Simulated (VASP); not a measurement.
Here is a VASP 6.6.1 calculation.

Contents of INCAR:

```
  PREC = Accurate
  ENCUT = 520
  EDIFF = 1E-8
  ISMEAR = -1
  SIGMA = 0.03
  LREAL = False
  LASPH = True
  NELM = 100
  ALGO = Normal
  ISIF = 2
  LWAVE = False
  LCHARG = False
  LEFG = True
  NBANDS = 33
```

File KPOINTS:

```
Automatic mesh
0
Gamma
  5 5 8
```

Contents of POSCAR:

```
TaN
1.0
    5.2022252935      0.0000000000      0.0000000000
   -2.6011126468      4.5052592604      0.0000000000
    0.0000000000      0.0000000000      2.9176612005
Ta N
3 3
Direct
    0.0000000000      0.0000000000      0.0000000000
    0.3333333333      0.6666666667      0.5000000000
    0.6666666667      0.3333333333      0.5000000000
    0.5000000000      0.0000000000      0.0000000000
    0.5000000000      0.5000000000      0.0000000000
    0.0000000000      0.5000000000      0.0000000000
```

Potentials or basis: VASP PAW LDA potentials, release 64 (Ta_pv, N).

Run with:

```console
$ cat potpaw_LDA.64/Ta_pv/POTCAR potpaw_LDA.64/N/POTCAR > POTCAR
$ mpirun -np 1 vasp_std > vasp.out
```

Q: What does it give for the band gap on the k mesh?

A: Zero (bands 24 and 25 overlap by 2.12 eV).

Q: Estimate the pressure.

A: -6.2 GPa.

Stress tensor (GPa, compression positive):
```
-5.13  0.00  0.00
 0.00 -5.13  0.00
 0.00  0.00 -8.24
```

Caveat: the cell stands under tension; without QUAD_EFG the Cq values of the log hold for a quadrupole moment of 1 mb, not for the nuclei; spin-orbit coupling is left out, which moves the levels of the heavy elements.
